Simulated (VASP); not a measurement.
# Ga2O3 (C2/m) in VASP: notebook

Ga2O3 is run at these levels: r2SCAN, PBE; tasks: single point.

All numbers are computed with VASP 6.6.1; they aren't measurements. Logs are shortened: lines on timing, memory, paths and dates and some standing lists are left out, and cuts for length are marked.

### 1 The cell of the first run

Symmetry: C2/m, No. 12, monoclinic system. Conventional cell: a = 12.255 Å, b = 3.039 Å, c = 5.808 Å, α = 90.00°, β = 103.81°, γ = 90.00°. Within 2.4 Å of Ga (site symmetry m) lie 4 O at 1.83 to 1.87 Å. Within 2.6 Å of Ga (site symmetry m) lie 6 O at 1.94 to 2.08 Å. Within 2.4 Å of O (site symmetry m) lie 3 Ga at 1.83 to 1.94 Å. O (site symmetry m) has 4 Ga at 1.87 to 2.08 Å within 2.5 Å. O (site symmetry m) has 3 Ga at 1.84 to 1.94 Å within 2.4 Å.

### 2 Single point, r2SCAN

Contents of POSCAR:

```
Ga2O3
1.0
    6.1273167065     -1.5195688756      0.0024223376
    6.1273167065      1.5195688756      0.0024223376
   -1.3883634538      0.0000000000      5.6399882386
Ga O
4 6
Direct
    0.0905090396      0.0905090396      0.7947708018
    0.9094909604      0.9094909604      0.2052291982
    0.6587414105      0.6587414105      0.3144430204
    0.3412585895      0.3412585895      0.6855569796
    0.1642083157      0.1642083157      0.1091311940
    0.8357916843      0.8357916843      0.8908688060
    0.1733450762      0.1733450762      0.5635356637
    0.8266549238      0.8266549238      0.4364643363
    0.4962956556      0.4962956556      0.2562504805
    0.5037043444      0.5037043444      0.7437495195
```

Contents of INCAR.step1:

```
SYSTEM = Ga2O3
ALGO     = Normal         ! electronic algorithm
EDIFF    = 1E-4           ! SCF threshold, eV
ENCUT    = 520            ! plane-wave cutoff, eV
GGA      = PE             ! functional
ISMEAR   = 0              ! smearing method
LASPH    = .TRUE.         ! aspherical terms in the spheres
LCHARG   = .FALSE.        ! write CHGCAR
LREAL    = .FALSE.        ! projectors in reciprocal space
LWAVE    = .TRUE.         ! write WAVECAR
NBANDS   = 55             ! bands
NELM     = 80             ! most SCF steps
PREC     = Accurate       ! precision mode
SIGMA    = 0.01           ! smearing width, eV
```

Contents of INCAR.step2:

```
SYSTEM = Ga2O3
ALGO     = Normal         ! electronic algorithm
EDIFF    = 1E-6           ! SCF threshold, eV
ENCUT    = 520            ! plane-wave cutoff, eV
ISIF     = 2              ! what is computed and relaxed
ISMEAR   = 0              ! smearing method
ISTART   = 1            
LASPH    = .TRUE.         ! aspherical terms in the spheres
LCHARG   = .FALSE.        ! write CHGCAR
LMIXTAU  = .TRUE.       
LREAL    = .FALSE.        ! projectors in reciprocal space
LWAVE    = .FALSE.        ! write WAVECAR
METAGGA  = R2SCAN         ! meta-GGA
NBANDS   = 55             ! bands
NELM     = 80             ! most SCF steps
PREC     = Accurate       ! precision mode
SIGMA    = 0.01           ! smearing width, eV
```

Contents of KPOINTS:

```
k-points
0
G
  8 8 4
  0 0 0
```

Potentials or basis: VASP PAW PBE potentials, release 64 (Ga_d, O).

The run is started by

```
$ cat potpaw_PBE.64/Ga_d/POTCAR potpaw_PBE.64/O/POTCAR > POTCAR
$ cp INCAR.step1 INCAR
$ mpirun -np 1 vasp_std > vasp.out
$ cp INCAR.step2 INCAR
$ mpirun -np 1 vasp_std > vasp.out
```

OUTCAR:

```text
SYSTEM = Ga2O3
   EDIFF = 1E-6
   ENCUT = 520
   ISIF = 2
   ISMEAR = 0
   ISTART = 1
   LASPH = .TRUE.
   LREAL = .FALSE.
   METAGGA = R2SCAN
   NELM = 80
   PREC = Accurate

 ion  position               nearest neighbor table
   1  0.091  0.091  0.795-   5 1.83  10 1.84  10 1.84   7 1.87
   2  0.909  0.909  0.205-   6 1.83   9 1.84   9 1.84   8 1.87
   3  0.659  0.659  0.314-   9 1.94   5 1.94   5 1.94   8 2.01   7 2.08   7 2.08
   4  0.341  0.341  0.686-  10 1.94   6 1.94   6 1.94   7 2.01   8 2.08   8 2.08
   5  0.164  0.164  0.109-   1 1.83   3 1.94   3 1.94
   6  0.836  0.836  0.891-   2 1.83   4 1.94   4 1.94
   7  0.173  0.173  0.564-   1 1.87   4 2.01   3 2.08   3 2.08
   8  0.827  0.827  0.436-   2 1.87   3 2.01   4 2.08   4 2.08
   9  0.496  0.496  0.256-   2 1.84   2 1.84   3 1.94
  10  0.504  0.504  0.744-   1 1.84   1 1.84   4 1.94

  LATTYP: Found a base centered monoclinic cell.
 ALAT       =    12.2546343706
 B/A-ratio  =     0.2479990556
 C/A-ratio  =     0.4739723464
 COS(beta)  =    -0.2386446758

  Lattice vectors:

 A1 = (   6.1273167065,  -1.5195688756,   0.0024223376)
 A2 = (   6.1273167065,   1.5195688756,   0.0024223376)
 A3 = (  -1.3883634538,   0.0000000000,   5.6399882386)

Analysis of symmetry for initial positions (statically):
=====================================================================
 Subroutine PRICEL returns:
 Original cell was already a primitive cell.

 Routine SETGRP: Setting up the symmetry group for a
 base centered monoclinic supercell.

 Subroutine GETGRP returns: Found  4 space group operations
 (whereof  4 operations were pure point group operations)
 out of a pool of  4 trial point group operations.

The static configuration has the point symmetry C_2h.

Analysis of symmetry for dynamics (positions and initial velocities):
=====================================================================
 Subroutine PRICEL returns:
 Original cell was already a primitive cell.

 Routine SETGRP: Setting up the symmetry group for a
 base centered monoclinic supercell.

 Subroutine GETGRP returns: Found  4 space group operations
 (whereof  4 operations were pure point group operations)
 out of a pool of  4 trial point group operations.

The dynamic configuration has the point symmetry C_2h.

 Subroutine INISYM returns: Found  4 space group operations
 (whereof  4 operations are pure point group operations),
 and found     1 'primitive' translations

----------------------------------------------------------------------------------------

                                     Primitive cell

  volume of cell :     105.0367

  direct lattice vectors                    reciprocal lattice vectors
     6.127316707 -1.519568876  0.002422338     0.081593848 -0.329040696  0.020085488
     6.127316707  1.519568876  0.002422338     0.081593848  0.329040696  0.020085488
    -1.388363454  0.000000000  5.639988239    -0.000070088  0.000000000  0.177288081

  length of vectors
     6.312931606  6.312931606  5.808357807     0.339600887  0.339600887  0.177288095

  position of ions in fractional coordinates (direct lattice)
     0.090509040  0.090509040  0.794770802
     0.909490960  0.909490960  0.205229198
     0.658741410  0.658741410  0.314443020
     0.341258590  0.341258590  0.685556980
     0.164208316  0.164208316  0.109131194
     0.835791684  0.835791684  0.890868806
     0.173345076  0.173345076  0.563535664
     0.826654924  0.826654924  0.436464336
     0.496295656  0.496295656  0.256250481
     0.503704344  0.503704344  0.743749519

  ion indices of the primitive-cell ions
   primitive index   ion index
                 1           1
                 2           2
                 3           3
                 4           4
                 5           5
                 6           6
                 7           7
                 8           8
                 9           9
                10          10

----------------------------------------------------------------------------------------

 KPOINTS: k-points

[... 50 lines left out ...]
  free energy    TOTEN  =      -102.44177089 eV

  energy without entropy =     -102.44177089  energy(sigma->0) =     -102.44177089

 E-fermi :   3.4762     XC(G=0): -12.5141

 val. band max:        3.3989166609   @ k =   0.5000   0.3750   0.5000
 cond. band min:       6.4112268454   @ k =   0.0000   0.0000   0.0000
 fundamental gap:      3.0123101845
 Fermi energy:         3.4761661184

 k-point     1 :       0.0000    0.0000    0.0000
  band No.  band energies     occupation
      1     -16.4251      2.00000
      2     -15.2735      2.00000
      3     -15.2570      2.00000
      4     -15.1318      2.00000
      5     -14.6881      2.00000
      6     -14.6621      2.00000
[... 47 lines left out ...]
     54      16.7152      0.00000
     55      17.0457      0.00000

 k-point     2 :       0.1250    0.0000   -0.0000
  band No.  band energies     occupation
      1     -16.3071      2.00000
      2     -15.2613      2.00000
      3     -15.2271      2.00000
      4     -15.0561      2.00000
      5     -14.6864      2.00000
      6     -14.6595      2.00000
[... 47 lines left out ...]
     54      15.7811      0.00000
     55      15.9336      0.00000

 k-point     3 :       0.2500    0.0000   -0.0000
  band No.  band energies     occupation
      1     -15.9888      2.00000
      2     -15.2184      2.00000
      3     -15.1199      2.00000
      4     -14.9482      2.00000
      5     -14.6754      2.00000
      6     -14.6534      2.00000
[... 1152 lines left out ...]
 k-point    23 :       0.1250    0.0000    0.2500
  band No.  band energies     occupation
      1     -16.1949      2.00000
      2     -15.4460      2.00000
      3     -15.2492      2.00000
      4     -14.9796      2.00000
      5     -14.7315      2.00000
      6     -14.6254      2.00000
[... 47 lines left out ...]
     54      15.9821      0.00000
     55      16.4261      0.00000

 k-point    24 :       0.2500    0.0000    0.2500
  band No.  band energies     occupation
      1     -15.8848      2.00000
      2     -15.3220      2.00000
      3     -15.1652      2.00000
      4     -14.9100      2.00000
      5     -14.7137      2.00000
      6     -14.6293      2.00000
[... 47 lines left out ...]
     54      15.0552      0.00000
     55      16.4170      0.00000

 [... further k-points ...]

------------------------ aborting loop because EDIFF is reached ----------------------------------------

  FORCE on cell =-STRESS in cart. coord.  units (eV):
  Direction    XX          YY          ZZ          XY          YZ          ZX
  --------------------------------------------------------------------------------------
  -------------------------------------------------------------------------------------
  Total        1.1488868      1.3584986      1.1717378      0.0000000      0.0000000      0.0313332
  in kB       17.5245411     20.7218543     17.8730991      0.0000000      0.0000000      0.4779404
  external PRESSURE =      18.7064982 kB  Pullay stress =       0.0000000 kB

 VOLUME and BASIS-vectors are now :
 -----------------------------------------------------------------------------
  energy-cutoff  :      520.00
  volume of cell :      105.04
      direct lattice vectors                 reciprocal lattice vectors
     6.127316707 -1.519568876  0.002422338     0.081593848 -0.329040696  0.020085488
     6.127316707  1.519568876  0.002422338     0.081593848  0.329040696  0.020085488
    -1.388363454  0.000000000  5.639988239    -0.000070088  0.000000000  0.177288081

 POSITION                                       TOTAL-FORCE (eV/Angst)
 -----------------------------------------------------------------------------------
      0.00572      0.00000      4.48294         0.018606      0.000000     -0.002264
     10.86055      0.00000      1.16190        -0.018606      0.000000      0.002264
      7.63607      0.00000      1.77665        -0.014622      0.000000      0.049568
      3.23020      0.00000      3.86819         0.014622      0.000000     -0.049568
      1.86080      0.00000      0.61629         0.062613      0.000000      0.034853
      9.00547      0.00000      5.02854        -0.062613      0.000000     -0.034853
      1.34189      0.00000      3.17917         0.030036      0.000000     -0.054959
      9.52438      0.00000      2.46566        -0.030036      0.000000      0.054959
      5.72615      0.00000      1.44765         0.077418      0.000000      0.029194
      5.14012      0.00000      4.19718        -0.077418      0.000000     -0.029194
 -----------------------------------------------------------------------------------
    total drift:                               -0.000000     -0.000000      0.000000

  FREE ENERGIE OF THE ION-ELECTRON SYSTEM (eV)
  ---------------------------------------------------
  free  energy   TOTEN  =      -102.4417708870 eV

  energy  without entropy=     -102.4417708870  energy(sigma->0) =     -102.44177089
```

It took 35 min on 1 thread of AMD EPYC 9R45 (Zen 5), shared host; peak memory 0.53 GiB.

What came out:

```yaml
Free_energy: -102.4418 eV
Pressure: 1.9 GPa
Largest_force: 0.083 eV/Å
Band_gap_on_the_k_mesh: 3.01 eV (least direct gap 3.04 eV)
```

Forces on the atoms (eV/Å):
```
Ga   0.019  0.000 -0.002
Ga  -0.019  0.000  0.002
Ga  -0.015  0.000  0.050
Ga   0.015  0.000 -0.050
O    0.063  0.000  0.035
O   -0.063  0.000 -0.035
O    0.030  0.000 -0.055
O   -0.030  0.000  0.055
O    0.077  0.000  0.029
O   -0.077  0.000 -0.029
```

Levels at points of the mesh, in eV from the valence-band top:
| k point | band 41 | band 42 | band 43 | band 44 | band 45 | band 46 | band 47 | band 48 |
| --- | --- | --- | --- | --- | --- | --- | --- | --- |
| (0.00, 0.00, 0.00) | -0.67 | -0.48 | -0.27 | -0.02 | 3.01 | 6.38 | 7.43 | 7.53 |
| (0.50, 0.00, 0.00) | -0.75 | -0.72 | -0.45 | -0.15 | 6.34 | 7.28 | 8.00 | 8.25 |
| (0.50, 0.50, 0.00) | -0.68 | -0.65 | -0.41 | -0.17 | 5.16 | 5.44 | 6.53 | 7.35 |
| (0.00, 0.00, 0.50) | -0.66 | -0.64 | -0.47 | -0.30 | 5.40 | 5.53 | 7.47 | 7.99 |
| (0.50, 0.00, 0.50) | -1.13 | -1.06 | -0.73 | -0.67 | 7.64 | 7.68 | 8.59 | 8.78 |
| (0.50, 0.50, 0.50) | -0.62 | -0.60 | -0.59 | -0.01 | 5.85 | 5.96 | 6.94 | 7.30 |

Caveat: the PAW data sets were made with another functional, which shifts forces and pressure a little. A k mesh can miss the band edges.

### 3 Single point, PBE

This run uses another cell than the first one, of 10.96 Å³/atom.

Contents of INCAR:

```
PREC = Accurate
ENCUT = 520
EDIFF = 1E-7
ISMEAR = -1
SIGMA = 0.02
LREAL = F
LASPH = T
NELM = 60
ALGO = Normal
ISIF = 2
LWAVE = F
LCHARG = T
GGA = PE
LELF = T
LVHAR = T
NBANDS = 55
```

Contents of KPOINTS:

```
regular mesh
0
Gamma
  8 8 4
```

Contents of POSCAR:

```
Ga2O3
1.0
    6.2261266766     -1.5417718803      0.0112164769
    6.2261266766      1.5417718803      0.0112164769
   -1.4026843909      0.0000000000      5.7075296218
Ga O
4 6
Direct
    0.0899373025      0.0899373025      0.7947196801
    0.9100626975      0.9100626975      0.2052803199
    0.6585045073      0.6585045073      0.3141213846
    0.3414954927      0.3414954927      0.6858786154
    0.1635405093      0.1635405093      0.1091761148
    0.8364594907      0.8364594907      0.8908238852
    0.1736928849      0.1736928849      0.5643127252
    0.8263071151      0.8263071151      0.4356872748
    0.4960120235      0.4960120235      0.2566442899
    0.5039879765      0.5039879765      0.7433557101
```

Potentials or basis: VASP PAW PBE potentials, release 64 (Ga_d, O).

The run is started by

```
$ cat potpaw_PBE.64/Ga_d/POTCAR potpaw_PBE.64/O/POTCAR > POTCAR
$ mpirun -np 1 vasp_std > vasp.out
```

Run time: 15 min. Hardware: 1 thread of Intel Xeon Platinum 8488C (Sapphire Rapids), shared host; peak memory 0.53 GiB.

It converged, with:

| Quantity | Value |
| --- | --- |
| Free energy | -59.6779 eV |
| Pressure | 0.7 GPa |
| Largest force | 0.024 eV/Å |
| Band gap on the k mesh | 2.00 eV (least direct gap 2.02 eV) |

Forces in eV/Å, atoms in the order of the input:
```
Ga   0.001  0.000  0.005
Ga  -0.001  0.000 -0.005
Ga  -0.010  0.000 -0.001
Ga   0.010  0.000  0.001
O    0.020  0.000 -0.014
O   -0.020  0.000  0.014
O   -0.009  0.000 -0.003
O    0.009  0.000  0.003
O    0.005  0.000  0.007
O   -0.005  0.000 -0.007
```

Stress tensor (GPa, compression positive):
```
0.62 0.00 0.03
0.00 0.74 0.00
0.03 0.00 0.63
```

Levels at points of the mesh, in eV from the valence-band top:
```csv
k point,band 40,band 41,band 42,band 43,band 44,band 45,band 46,band 47,band 48,band 49
"(0.00, 0.00, 0.00)",-0.69,-0.66,-0.46,-0.28,-0.02,2.00,5.36,6.28,6.45,7.55
"(0.50, 0.00, 0.00)",-1.27,-0.76,-0.69,-0.47,-0.09,5.34,6.14,6.81,7.02,7.75
"(0.50, 0.50, 0.00)",-1.01,-0.68,-0.67,-0.42,-0.13,4.18,4.41,5.62,6.16,7.71
"(0.00, 0.00, 0.50)",-1.37,-0.63,-0.59,-0.53,-0.29,4.35,4.55,6.28,6.81,7.50
"(0.50, 0.00, 0.50)",-1.23,-1.04,-0.97,-0.69,-0.61,6.47,6.53,7.46,7.62,8.17
"(0.50, 0.50, 0.50)",-0.70,-0.63,-0.63,-0.58,-0.01,4.75,4.97,5.81,6.10,6.80
```

A k mesh can miss the band edges. As with any semilocal functional, this PBE gap is likely too small.

### 4 Single point, r2SCAN

Contents of POSCAR:

```
Ga2O3
1.0
    6.1273167065     -1.5195688756      0.0024223376
    6.1273167065      1.5195688756      0.0024223376
   -1.3883634538      0.0000000000      5.6399882386
Ga O
4 6
Direct
    0.0905090396      0.0905090396      0.7947708018
    0.9094909604      0.9094909604      0.2052291982
    0.6587414105      0.6587414105      0.3144430204
    0.3412585895      0.3412585895      0.6855569796
    0.1642083157      0.1642083157      0.1091311940
    0.8357916843      0.8357916843      0.8908688060
    0.1733450762      0.1733450762      0.5635356637
    0.8266549238      0.8266549238      0.4364643363
    0.4962956556      0.4962956556      0.2562504805
    0.5037043444      0.5037043444      0.7437495195
```

Contents of INCAR.step1:

```
PREC     = Accurate       # precision mode
ENCUT    = 520            # plane-wave cutoff, eV
ISMEAR   = -1             # smearing method
SIGMA    = 0.02           # smearing width, eV
LREAL    = F              # projectors in reciprocal space
LASPH    = T              # aspherical terms in the spheres
NELM     = 100            # most SCF steps
NBANDS   = 55             # bands
GGA      = PE             # functional
ALGO     = Normal         # electronic algorithm
EDIFF    = 1E-4           # SCF threshold, eV
LWAVE    = T              # write WAVECAR
LCHARG   = F              # write CHGCAR
```

Contents of INCAR.step2:

```
PREC     = Accurate       # precision mode
ENCUT    = 520            # plane-wave cutoff, eV
EDIFF    = 1E-6           # SCF threshold, eV
ISMEAR   = -1             # smearing method
SIGMA    = 0.02           # smearing width, eV
LREAL    = F              # projectors in reciprocal space
LASPH    = T              # aspherical terms in the spheres
NELM     = 100            # most SCF steps
ALGO     = Normal         # electronic algorithm
ISIF     = 2              # what is computed and relaxed
LWAVE    = F              # write WAVECAR
LCHARG   = F              # write CHGCAR
METAGGA  = R2SCAN         # meta-GGA
LMIXTAU  = T            
NBANDS   = 55             # bands
ISTART   = 1
```

Contents of KPOINTS:

```
Automatic mesh
0
Gamma
  8 8 4
```

The run is started by

```
$ cat potpaw_PBE.64/Ga_d/POTCAR potpaw_PBE.64/O/POTCAR > POTCAR
$ cp INCAR.step1 INCAR
$ mpirun -np 1 vasp_std > vasp.out
$ cp INCAR.step2 INCAR
$ mpirun -np 1 vasp_std > vasp.out
```

Wall time 41 min (1 thread of Oxide Virtual Turin-like, shared host); peak memory 0.53 GiB.

Results (log left out):

```yaml
Free_energy: -102.4418 eV
Pressure: 1.9 GPa
Largest_force: 0.083 eV/Å
Band_gap_on_the_k_mesh: 3.01 eV (least direct gap 3.04 eV)
```

Forces in eV/Å, atoms in the order of the input:
```
Ga   0.019  0.000 -0.002
Ga  -0.019  0.000  0.002
Ga  -0.015  0.000  0.050
Ga   0.015  0.000 -0.050
O    0.063  0.000  0.035
O   -0.063  0.000 -0.035
O    0.030  0.000 -0.055
O   -0.030  0.000  0.055
O    0.077  0.000  0.029
O   -0.077  0.000 -0.029
```

Stress tensor (GPa, compression positive):
```
1.75 0.00 0.05
0.00 2.07 0.00
0.05 0.00 1.79
```

Levels at points of the mesh, in eV from the valence-band top:
```csv
k point,band 42,band 43,band 44,band 45,band 46,band 47
"(0.00, 0.00, 0.00)",-0.48,-0.27,-0.02,3.01,6.38,7.43
"(0.50, 0.00, 0.00)",-0.72,-0.45,-0.15,6.34,7.28,8.00
"(0.50, 0.50, 0.00)",-0.65,-0.41,-0.17,5.16,5.44,6.53
"(0.00, 0.00, 0.50)",-0.64,-0.47,-0.30,5.40,5.53,7.47
"(0.50, 0.00, 0.50)",-1.06,-0.73,-0.67,7.64,7.68,8.59
"(0.50, 0.50, 0.50)",-0.60,-0.59,-0.01,5.85,5.96,6.94
```

Caveat: the PAW data sets were made with another functional, which shifts forces and pressure a little. A k mesh can miss the band edges.

### 5 The runs side by side

```csv
level,cell,smearing,gap on the mesh (eV),pressure (GPa),largest force (eV/Å)
r2SCAN,"a = 6.313, b = 6.313, c = 5.808 Å, angles 103.4, 103.4, 27.9°, 10 atoms, atomic positions A",gaussian 0.01 eV,3.01,1.9,0.08
PBE,"a = 6.414, b = 6.414, c = 5.877 Å, angles 103.3, 103.3, 27.8°, 10 atoms, atomic positions B",fermi-dirac 0.02 eV,2.00,0.7,0.02
r2SCAN,"a = 6.313, b = 6.313, c = 5.808 Å, angles 103.4, 103.4, 27.9°, 10 atoms, atomic positions A",fermi-dirac 0.02 eV,3.01,1.9,0.08
```

Alike in all rows: task single point; potentials or basis VASP PAW PBE potentials, release 64 (Ga_d, O); no spin polarisation; k mesh 8 × 8 × 4; cutoff (eV) 520.

Caveats: the PAW data sets were made with another functional, which shifts forces and pressure a little (at least some runs).

Absolute energies hang on the potentials; compare differences alone.
